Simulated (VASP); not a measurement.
# Al (Im-3m) in VASP: single point with PBEsol

Aim: the single point of Al with PBEsol.

Everything below comes from runs of VASP 6.6.1. Logs are shortened: lines on timing, memory, paths and dates and some standing lists are left out, and cuts for length are marked.

## 1. The cell of the first run

It takes space group Im-3m (No. 229, cubic). Conventional cell: a = 3.213 Å, b = 3.213 Å, c = 3.213 Å, α = 90.00°, β = 90.00°, γ = 90.00°. Within 3.7 Å of Al (site symmetry m-3m) lie 14 Al at 2.78 to 3.21 Å.

## 2. Single point, PBEsol

INCAR

```
SYSTEM = Al
ALGO = Normal
EDIFF = 1E-6
ENCUT = 500
GGA = PS
GGA_COMPAT = .FALSE.
ISIF = 2
ISMEAR = 0
LASPH = .TRUE.
LCHARG = .FALSE.
LREAL = .FALSE.
LWAVE = .FALSE.
NBANDS = 8
NELM = 120
PREC = Accurate
SIGMA = 0.1
```

KPOINTS

```
k-points
0
G
  18 18 18
  0 0 0
```

POSCAR

```
Al
1.0
   -1.6067198614      1.6067198614      1.6067198614
    1.6067198614     -1.6067198614      1.6067198614
    1.6067198614      1.6067198614     -1.6067198614
Al
1
Direct
    0.0000000000      0.0000000000      0.0000000000
```

Potentials or basis: VASP PAW PBE potentials, release 64 (Al).

The run is started by

```
> cat potpaw_PBE.64/Al/POTCAR > POTCAR
> mpirun -np 1 vasp_std > vasp.out
```

OUTCAR:

```text
SYSTEM = Al
   EDIFF = 1E-6
   ENCUT = 500
   GGA = PS
   ISIF = 2
   ISMEAR = 0
   LASPH = .TRUE.
   LREAL = .FALSE.
   NELM = 120
   PREC = Accurate

 ion  position               nearest neighbor table
   1  0.000  0.000  0.000-

  LATTYP: Found a body centered cubic cell.
 ALAT       =     3.2134397228

  Lattice vectors:

 A1 = (  -1.6067198614,   1.6067198614,   1.6067198614)
 A2 = (   1.6067198614,  -1.6067198614,   1.6067198614)
 A3 = (   1.6067198614,   1.6067198614,  -1.6067198614)

Analysis of symmetry for initial positions (statically):
=====================================================================
 Subroutine PRICEL returns:
 Original cell was already a primitive cell.

 Routine SETGRP: Setting up the symmetry group for a
 body centered cubic supercell.

 Subroutine GETGRP returns: Found 48 space group operations
 (whereof 48 operations were pure point group operations)
 out of a pool of 48 trial point group operations.

The static configuration has the point symmetry O_h .

Analysis of symmetry for dynamics (positions and initial velocities):
=====================================================================
 Subroutine PRICEL returns:
 Original cell was already a primitive cell.

 Routine SETGRP: Setting up the symmetry group for a
 body centered cubic supercell.

 Subroutine GETGRP returns: Found 48 space group operations
 (whereof 48 operations were pure point group operations)
 out of a pool of 48 trial point group operations.

The dynamic configuration has the point symmetry O_h .

 Subroutine INISYM returns: Found 48 space group operations
 (whereof 48 operations are pure point group operations),
 and found     1 'primitive' translations

----------------------------------------------------------------------------------------

                                     Primitive cell

  volume of cell :      16.5913

  direct lattice vectors                    reciprocal lattice vectors
    -1.606719861  1.606719861  1.606719861     0.000000000  0.311193016  0.311193016
     1.606719861 -1.606719861  1.606719861     0.311193016  0.000000000  0.311193016
     1.606719861  1.606719861 -1.606719861     0.311193016  0.311193016  0.000000000

  length of vectors
     2.782920433  2.782920433  2.782920433     0.440093384  0.440093384  0.440093384

  position of ions in fractional coordinates (direct lattice)
[... 71 lines left out ...]
   ISPIN  =      1    spin polarized calculation?
   LNONCOLLINEAR =      F non collinear calculations
   LSORBIT =      F    spin-orbit coupling
   LASPH  =      T    aspherical Exc in radial PAW
   ENCUT  =  500.0 eV  36.75 Ry    6.06 a.u.   5.07  5.07  5.07*2*pi/ulx,y,z
   NELM   =    120;   NELMIN=  2; NELMDL= -5     # of ELM steps
   EDIFF  = 0.1E-05   stopping-criterion for ELM
   LREAL  =      F    real-space projection
   EDIFFG = 0.1E-04   stopping-criterion for IOM
   NSW    =      0    number of steps for IOM
   IBRION =     -1    ionic relax: 0-MD 1-quasi-New 2-CG
   NFREE  =      0    steps in history (QN), initial steepest desc. (CG)
   ISIF   =      2    stress and relaxation
   ISYM   =      2    0-nonsym 1-usesym 2-fastsym
   POTIM  = 0.5000    time-step for ionic-motion
   TEBEG  =    0.0;   TEEND  =   0.0 temperature during run
   PSTRESS=    0.0 pullay stress
   NELECT =       3.0000    total number of electrons
   NUPDOWN=      -1.0000    fix difference up-down
   EMIN   =  10.00;   EMAX   =-10.00  energy-range for DOS
   EFERMI =   0.00;   METHOD = LEGACY
   ISMEAR =     0;   SIGMA  =   0.10  broadening in eV -4-tet -1-fermi 0-gaus
   EFERMI_NEDOS =   21; number of points for ismear=-14 and -15
   IALGO  =     38    algorithm
   IMIX   =      4    mixing-type and parameters
     AMIX     =   0.40;   BMIX     =  1.00
     AMIX_MAG =   1.60;   BMIX_MAG =  1.00
  volume/ion in A,a.u.               =      16.59       111.96
  Fermi-wavevector in a.u.,A,eV,Ry     =   0.925739  1.749392 11.660086  0.856992
  Thomas-Fermi vector in A             =   2.051626
   LORBIT       =      0    0 simple, 1 ext, 2 COOP (PROOUT), +10 PAW based schemes
   GGA     = PS    functional components
   LHFCALC =     F    Hartree Fock is set to
   AEXX    =    0.0000 exact exchange contribution
   IVDW    =     0    specifies the selected vdW correction
   LEPSILON=     F    determine dielectric tensor
   LRPA    =     F    only Hartree local field effects (RPA)
 non-spin polarized calculation
 Gauss-broadening in eV      SIGMA  =   0.10
  energy-cutoff  :      500.00
  volume of cell :       16.59
 maximum number of plane-waves:       434
   NGX = 11   NGY = 11   NGZ = 11

 number of electron       3.0000000 magnetization

 Free energy of the ion-electron system (eV)
  ---------------------------------------------------
  ext. energy  EPLUGINS =         0.00000000
  ---------------------------------------------------
  free energy    TOTEN  =        -3.99636806 eV

  energy without entropy =       -3.99466606  energy(sigma->0) =       -3.99551706

 E-fermi :   7.9029     XC(G=0): -10.2404

 val. band max:        7.8613786731   @ k =  -0.3889  -0.4444   0.2222
 cond. band min:       7.9055160423   @ k =   0.2778   0.1667   0.0556
 fundamental gap:      0.0441373692
 Fermi energy:         7.9029404845

 k-point     1 :       0.0000    0.0000    0.0000
  band No.  band energies     occupation
      1      -3.1945      2.00000
      2      21.1025      0.00000
      3      21.1025      0.00000
      4      21.1025      0.00000
      5      22.4918      0.00000
      6      22.4918      0.00000
      7      22.4918      0.00000
      8      24.1361      0.00000
[... 243 lines left out ...]
 k-point    24 :       0.3889    0.1111    0.0000
  band No.  band energies     occupation
      1       2.6112      2.00000
      2       5.6865      2.00000
      3      13.0047      0.00000
      4      15.8819      0.00000
      5      19.3156      0.00000
      6      21.9824      0.00000
      7      26.4666      0.00000
      8      28.8762      0.00000

 [... further k-points ...]
[... 5 lines left out ...]
  --------------------------------------------------------------------------------------
  -------------------------------------------------------------------------------------
  Total        0.0063357      0.0063357      0.0063357     -0.0000000     -0.0000000      0.0000000
  in kB        0.6118190      0.6118190      0.6118190     -0.0000000     -0.0000000      0.0000000
  external PRESSURE =       0.6118190 kB  Pullay stress =       0.0000000 kB

 VOLUME and BASIS-vectors are now :
 -----------------------------------------------------------------------------
  energy-cutoff  :      500.00
  volume of cell :       16.59
      direct lattice vectors                 reciprocal lattice vectors
    -1.606719861  1.606719861  1.606719861     0.000000000  0.311193016  0.311193016
     1.606719861 -1.606719861  1.606719861     0.311193016  0.000000000  0.311193016
     1.606719861  1.606719861 -1.606719861     0.311193016  0.311193016  0.000000000

 POSITION                                       TOTAL-FORCE (eV/Angst)
 -----------------------------------------------------------------------------------
      0.00000      0.00000      0.00000         0.000000      0.000000      0.000000
 -----------------------------------------------------------------------------------
    total drift:                                0.000000     -0.000000     -0.000000

  FREE ENERGIE OF THE ION-ELECTRON SYSTEM (eV)
  ---------------------------------------------------
  free  energy   TOTEN  =        -3.9963680635 eV

  energy  without entropy=       -3.9946660585  energy(sigma->0) =       -3.99551706
```

OSZICAR:

```text
N       E                     dE             d eps       ncg     rms          rms(c)
DAV:   1    -0.278325426394E+01   -0.27833E+01   -0.86162E+02  3136   0.198E+02
DAV:   2    -0.401887501596E+01   -0.12356E+01   -0.11974E+01  4376   0.176E+01
DAV:   3    -0.402551317613E+01   -0.66382E-02   -0.66305E-02  3872   0.141E+00
DAV:   4    -0.402553151546E+01   -0.18339E-04   -0.18340E-04  4576   0.658E-02
DAV:   5    -0.402553158647E+01   -0.71019E-07   -0.71457E-07  3880   0.284E-03    0.133E+00
DAV:   6    -0.400791909469E+01    0.17612E-01   -0.27246E-03  3472   0.208E-01    0.750E-01
DAV:   7    -0.399638496150E+01    0.11534E-01   -0.72325E-03  3584   0.328E-01    0.160E-01
DAV:   8    -0.399636869097E+01    0.16271E-04   -0.30363E-05  4280   0.371E-02    0.738E-03
DAV:   9    -0.399636806348E+01    0.62749E-06   -0.34078E-07  3872   0.274E-03
   1 F= -.39963681E+01 E0= -.39955171E+01  d E =-.170200E-02
```

It took 7 s on 1 thread of AMD EPYC 9R45 (Zen 5), shared host; peak memory 0.1 GiB.

Results:

```yaml
Free_energy: -3.9964 eV
Pressure: 0.1 GPa
```

Caveat: the PAW data sets were made with another functional, which shifts forces and pressure a little.
